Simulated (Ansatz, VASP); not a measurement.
One calculation of Ti, two programs

The input INCAR:

```
SYSTEM = Ti
PREC     = Accurate       ! precision mode
ENCUT    = 520            ! plane-wave cutoff, eV
EDIFF    = 1E-8           ! SCF threshold, eV
ISMEAR   = -1             ! smearing method
SIGMA    = 0.05           ! smearing width, eV
LREAL    = .False.        ! projectors in reciprocal space
LASPH    = .True.         ! aspherical terms in the spheres
NELM     = 60             ! most SCF steps
ALGO     = Normal         ! electronic algorithm
ISIF     = 2              ! what is computed and relaxed
LWAVE    = .False.        ! write WAVECAR
LCHARG   = .False.        ! write CHGCAR
GGA      = PE             ! functional
LEFG     = .True.       
NBANDS   = 12             ! bands
```

KPOINTS

```
regular mesh
0
Gamma
  14 14 14
  0 0 0
```

File POSCAR:

```
Ti
1.0
   -1.6355116647      1.6355116647      1.6355116647
    1.6355116647     -1.6355116647      1.6355116647
    1.6355116647      1.6355116647     -1.6355116647
Ti
1
Direct
    0.0000000000      0.0000000000      0.0000000000
```

Input for Ansatz:

```yaml
crystal:
  lattice:
    - [-1.6355116647, 1.6355116647, 1.6355116647]
    - [1.6355116647, -1.6355116647, 1.6355116647]
    - [1.6355116647, 1.6355116647, -1.6355116647]
  atoms:
    - { symbol: Ti, position: [0.0, 0.0, 0.0] }
kpoints:
  mp_grid: { grid: [14, 14, 14] }
scf:
  occupations: { method: fermi_dirac, width: 0.05 }
hamiltonian:
  xc: pbe
  pseudopotentials: { kind: paw }
output:
  forces: true
  stress: true
  eigenvalues: true
  efg: { contact_densities: true }
  write_density: true
  write_potential: true
  elf: true
  volumetric_format: npy
```

Change from the starting cell: volume scaled by 0.99, PAW files.

Alike in both runs: task electric field gradients; functional PBE; k mesh 14 × 14 × 14; occupations fermi-dirac, width 0.05 eV; no spin polarisation.

|  | VASP | Ansatz |
| --- | --- | --- |
| version | VASP 6.6.1 | Ansatz 0.2.0 |
| potentials or method | VASP PAW PBE potentials, release 64 (Ti_sv) | PAW with Ansatz's default frozen-core files, scalar-relativistic |
| plane-wave cutoff (eV) | 520 | 420 |
| valence electrons in the cell | 12 | 12 |

```tsv
	VASP	Ansatz	Ansatz less VASP
pressure (GPa)	-1.6	-1.4	+0.23
```
